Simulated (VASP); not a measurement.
A run of VASP 6.6.1 is set up as follows.

The input POSCAR:

```
PbS
1.0
    3.6536590000      0.0000000000      0.0000000000
    0.0000000000      3.6536590000      0.0000000000
    0.0000000000      0.0000000000      3.6536590000
Pb S
1 1
Direct
    0.0000000000      0.0000000000      0.0000000000
    0.5000000000      0.5000000000      0.5000000000
```

Contents of INCAR.step1:

```
SYSTEM = PbS
PREC = Accurate
ENCUT = 400
EDIFF = 1E-5
ISMEAR = -1
SIGMA = 0.05
LREAL = .False.
LASPH = .True.
NELM = 120
ALGO = Normal
ISIF = 2
LWAVE = .True.
LCHARG = .False.
GGA = PE
NBANDS = 17
GGA_COMPAT = .False.
```

Contents of INCAR.step2:

```
SYSTEM = PbS
PREC = Accurate
ENCUT = 400
EDIFF = 1E-6
ISMEAR = -1
SIGMA = 0.05
LREAL = .False.
LASPH = .True.
NELM = 120
ALGO = Normal
ISIF = 2
LWAVE = .False.
LCHARG = .False.
GGA = PE
LHFCALC = .True.
AEXX = 0.25
PRECFOCK = Normal
ISTART = 1
NBANDS = 17
GGA_COMPAT = .False.
```

KPOINTS

```
Automatic mesh
0
Gamma
  6 6 6
  0 0 0
```

Potentials or basis: VASP PAW PBE potentials, release 64 (Pb_d, S).

Launch:

```bash
$ cat potpaw_PBE.64/Pb_d/POTCAR potpaw_PBE.64/S/POTCAR > POTCAR
$ cp INCAR.step1 INCAR
$ mpirun -np 1 vasp_std > vasp.out
$ cp INCAR.step2 INCAR
$ mpirun -np 1 vasp_std > vasp.out
```

Q: Predict the pressure.

A: -1.4 GPa.

Q: Predict the band gap on the k mesh.

A: 0.53 eV (least direct gap 1.45 eV).

Caveat: the PAW data sets were made with another functional, which shifts forces and pressure a little; spin-orbit coupling is left out, which moves the levels of the heavy elements. A k mesh can miss the band edges.
